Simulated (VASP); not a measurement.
ScIn2Se2: single point with PBE

Crystal: ScIn2Se2.

```
Sc In Se
1.0
     3.93364    0.00000    0.00000
    -1.96682    3.40663    0.00000
     0.00000    0.00000    9.87060
Sc In Se
1 2 2
Direct
  0.00000 0.00000 0.00000
  0.66667 0.33333 0.38443
  0.33333 0.66667 0.61557
  0.66667 0.33333 0.84494
  0.33333 0.66667 0.15506
```

The cell was built from a structure type or drawn by symmetry, and may not be a known phase.

```json
{"Program": "VASP 6.6.1", "Task": "single point", "Functional": "PBE", "Potentials or basis": "VASP PAW PBE potentials, release 64 (Sc_sv, In_d, Se)", "Cutoff": "520 eV", "k mesh": "4 × 4 × 2", "Occupations": "gaussian, width 0.2 eV", "Spin": "no spin polarisation", "Dipole correction": "no", "Further INCAR settings": "ALGO = Normal; EDIFF = 1e-06; NBANDS = 32"}
```

```json
{
  "Pressure": "-0.1 GPa",
  "Largest force": "0.027 eV/Å",
  "Band gap on the k mesh": "zero (an odd number of electrons rules out a gap without spin polarisation)"
}
```

Forces in eV/Å, atoms in the order of the input:
```
Sc   0.000  0.000  0.000
In   0.000  0.000 -0.027
In   0.000  0.000  0.027
Se   0.000  0.000 -0.020
Se   0.000  0.000  0.020
```

Stress tensor (GPa, compression positive):
```
-0.03  0.00  0.00
 0.00 -0.03  0.00
 0.00  0.00 -0.15
```

Levels at points of the mesh, in eV from the Fermi level:
```csv
k point,band 21,band 22,band 23,band 24,band 25,band 26,band 27,band 28
"(0.00, 0.00, 0.00)",-2.97,-1.41,-1.41,-0.09,0.75,0.75,1.03,1.30
"(0.50, 0.00, 0.00)",-3.00,-2.99,-2.60,-2.46,-0.45,0.39,0.41,1.59
"(0.00, 0.00, 0.50)",-2.51,-2.18,-1.42,-1.42,0.75,0.75,1.11,2.39
"(0.50, 0.00, 0.50)",-3.26,-3.01,-2.90,-2.57,0.20,0.21,0.37,1.55
```

Wall time 24 s on 1 thread of Intel(R) Xeon(R) 6975P-C (Granite Rapids) (shared host), peak memory 0.25 GiB.

Caveat: the k points lie up to 0.46 Å⁻¹ apart, too coarse for converged energies and pressures of a metal; spin-orbit coupling is left out, which moves the levels of the heavy elements.
